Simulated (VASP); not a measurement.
Na:

```
CELL_PARAMETERS angstrom
-2.14100 2.14100 2.14100
2.14100 -2.14100 2.14100
2.14100 2.14100 -2.14100
ATOMIC_POSITIONS crystal
Na 0.00000 0.00000 0.00000
```

- Program: VASP 6.6.1
- Task: relaxation of volume and atoms at fixed shape
- Functional: PBE
- Potentials or basis: VASP PAW PBE potentials, release 64 (Na_pv)
- Cutoff: 500 eV
- k mesh: 8 × 8 × 8
- Occupations: fermi-dirac, width 0.1 eV
- Spin: no spin polarisation

At the start: pressure -0.4 GPa; volume 39.26 Å³/atom.

Problem. Where does the relaxation end?

Solution. Over 3 steps the energy falls by 2.7 meV/atom and the volume is 37.06 Å³/atom (-5.6 %); space group Im-3m (No. 229, to 0.1 Å) before and after.

Step by step:
| step | energy change (eV) | largest force (eV/Å) | pressure (GPa) | volume (Å³) |
| --- | --- | --- | --- | --- |
| 1 | 0.0000 | 0.0000 | -0.40 | 39.26 |
| 2 | -0.0012 | 0.0000 | -0.31 | 38.70 |
| 3 | -0.0027 | 0.0000 | 0.01 | 37.06 |

Final structure:
```cif
data_structure
_symmetry_space_group_name_H-M 'P 1'
_symmetry_Int_Tables_number 1
_cell_length_a 3.6377
_cell_length_b 3.6377
_cell_length_c 3.6377
_cell_angle_alpha 109.471
_cell_angle_beta 109.471
_cell_angle_gamma 109.471
_cell_volume 37.06
loop_
_atom_site_label
_atom_site_type_symbol
_atom_site_fract_x
_atom_site_fract_y
_atom_site_fract_z
_atom_site_occupancy
Na1 Na 0.00000 0.00000 0.00000 1
```
